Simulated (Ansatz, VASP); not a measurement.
One calculation of B, two programs

The input POSCAR:

```
B
1.0
    1.7024335758      0.0000000000      0.0000000000
   -0.8512167879      1.4743507249      0.0000000000
    0.0000000000      0.0000000000      3.6354228500
B
1
Direct
    0.0000000000      0.0000000000      0.0000000000
```

The input INCAR.step1:

```
SYSTEM = B
PREC = Accurate
ENCUT = 520
ISMEAR = 0
SIGMA = 0.15
LREAL = .False.
LASPH = .True.
NELM = 100
NBANDS = 8
GGA = PE
ALGO = Normal
EDIFF = 1E-4
LWAVE = .True.
LCHARG = .False.
```

Contents of INCAR.step2:

```
SYSTEM = B
PREC = Accurate
ENCUT = 520
EDIFF = 1E-6
ISMEAR = 0
SIGMA = 0.15
LREAL = .False.
LASPH = .True.
NELM = 100
ALGO = Normal
ISIF = 2
LWAVE = .False.
LCHARG = .False.
METAGGA = R2SCAN
LMIXTAU = .True.
NBANDS = 8
ISTART = 1
```

File KPOINTS:

```
Automatic mesh
0
Gamma
  30 30 14
  0 0 0
```

Input for Ansatz:

```yaml
crystal:
  lattice:
    - [1.7024335758, 0.0, 0.0]
    - [-0.8512167879, 1.4743507249, 0.0]
    - [0.0, 0.0, 3.63542285]
  atoms:
    - { symbol: B, position: [0.0, 0.0, 0.0] }
basis:
  ecutwfc: 500
kpoints:
  mp_grid: { grid: [30, 30, 14] }
hamiltonian:
  xc: r2scan
scf:
  occupations: { method: gaussian, width: 0.15 }
output:
  forces: true
  stress: true
  eigenvalues: true
```

Alike in both runs: task single point; functional r2SCAN; k mesh 30 × 30 × 14; occupations gaussian, width 0.15 eV; no spin polarisation.

|  | VASP | Ansatz |
| --- | --- | --- |
| version | VASP 6.6.1 | Ansatz 0.2.0 |
| potentials or method | VASP PAW PBE potentials, release 64 (B), cutoff 520 eV | scalar-relativistic, plane waves, PAW |
| valence electrons in the cell | 3 | 3 |

```tsv
	VASP	Ansatz	Ansatz less VASP
gap on the k mesh at the Fermi level (eV)	none	none	-
pressure (GPa)	0.9	0.8	-0.08
traceless stress, the component that is largest in VASP (GPa)	-0.62	-0.40	+0.224
```

VASP's potentials were made for PBE, not for r2SCAN. A gap of «none» marks a metal or a gap that the smearing closes. With one functional, cell and mesh, what is left measures potentials, basis and numerics.
